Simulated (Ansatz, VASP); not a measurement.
NbN: VASP beside Ansatz

INCAR

```
SYSTEM = NbN
PREC = Accurate
ENCUT = 520
EDIFF = 1E-8
ISMEAR = -1
SIGMA = 0.08
LREAL = .FALSE.
LASPH = .TRUE.
NELM = 120
ALGO = Normal
ISIF = 2
LWAVE = .FALSE.
LCHARG = .FALSE.
GGA = PS
LEFG = .TRUE.
NBANDS = 16
GGA_COMPAT = .FALSE.
```

Contents of KPOINTS:

```
Automatic mesh
0
G
  14 14 14
  0 0 0
```

POSCAR

```
NbN
1.0
    0.0000000000      2.1945000000      2.1945000000
    2.1945000000      0.0000000000      2.1945000000
    2.1945000000      2.1945000000      0.0000000000
Nb N
1 1
Direct
    0.5000000000      0.5000000000      0.5000000000
    0.0000000000      0.0000000000      0.0000000000
```

Input for Ansatz:

```yaml
crystal:
  lattice:
    - [0.0, 2.1945, 2.1945]
    - [2.1945, 0.0, 2.1945]
    - [2.1945, 2.1945, 0.0]
  atoms:
    - { symbol: Nb, position: [0.5, 0.5, 0.5] }
    - { symbol: "N", position: [0.0, 0.0, 0.0] }
kpoints:
  mp_grid: { grid: [14, 14, 14] }
  band_path:
    path:
      - [0.0, 0.0, 0.0]
      - [0.5, 0.0, 0.5]
      - [0.625, 0.25, 0.625]
      - [0.375, 0.375, 0.75]
      - [0.0, 0.0, 0.0]
      - [0.5, 0.5, 0.5]
      - [0.5, 0.25, 0.75]
      - [0.5, 0.0, 0.5]
    npoints: 14
scf:
  occupations: { method: fermi_dirac, width: 0.08 }
hamiltonian:
  xc: pbesol
  pseudopotentials: { kind: paw }
output:
  forces: true
  stress: true
  eigenvalues: true
  efg: { contact_densities: true }
  populations: true
  bader: true
  dos: { projected: true, de: 0.2, e_range: [-14, 8] }
  write_density: true
  write_potential: true
  elf: true
  volumetric_format: npy
```

Alike in both runs: task electric field gradients; functional PBEsol; k mesh 14 × 14 × 14; occupations fermi-dirac, width 0.08 eV; no spin polarisation.

|  | VASP | Ansatz |
| --- | --- | --- |
| version | VASP 6.6.1 | Ansatz 0.2.0 |
| potentials or method | VASP PAW PBE potentials, release 64 (Nb_sv, N) | PAW with Ansatz's default frozen-core files, scalar-relativistic |
| plane-wave cutoff (eV) | 520 | 420 |
| valence electrons in the cell | 18 | 18 |

|  | VASP | Ansatz | Ansatz less VASP |
| --- | --- | --- | --- |
| pressure (GPa) | -2.4 | -1.9 | +0.50 |

VASP's potentials were made for PBE, not for PBEsol.
